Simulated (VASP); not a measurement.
A run of VASP 6.6.1 is set up as follows.

Contents of INCAR:

```
ALGO = Normal
EDIFF = 1E-7
EDIFFG = -0.002
ENCUT = 500
GGA = PE
GGA_COMPAT = F
IBRION = 2
ISIF = 3
ISMEAR = 0
LASPH = T
LCHARG = F
LREAL = F
LWAVE = F
NELM = 120
NELMIN = 4
NSW = 100
PREC = Accurate
SIGMA = 0.02
```

The input KPOINTS:

```
k-points
0
Gamma
  12 12 12
```

Contents of POSCAR:

```
GaAs
1.0
    0.0000000000      2.8350000000      2.8350000000
    2.8350000000      0.0000000000      2.8350000000
    2.8350000000      2.8350000000      0.0000000000
Ga As
1 1
Direct
    0.0000000000      0.0000000000      0.0000000000
    0.2500000000      0.2500000000      0.2500000000
```

Potentials or basis: VASP PAW PBE potentials, release 64 (Ga_d, As).

Run with:

```bash
$ cat potpaw_PBE.64/Ga_d/POTCAR potpaw_PBE.64/As/POTCAR > POTCAR
$ mpirun -np 1 vasp_std > vasp.out
```

Q: What does it give for the relaxed volume?

A: 23.76 Å³/atom.

Q: What does it give for the space group after relaxing (to 0.05 Å)?

A: F-43m (No. 216).

Final structure:
```
Ga As
1.0
     0.00000    2.87504    2.87504
     2.87504    0.00000    2.87504
     2.87504    2.87504    0.00000
Ga As
1 1
Cartesian
  0.0000 0.0000 0.0000
  1.4375 1.4375 1.4375
```
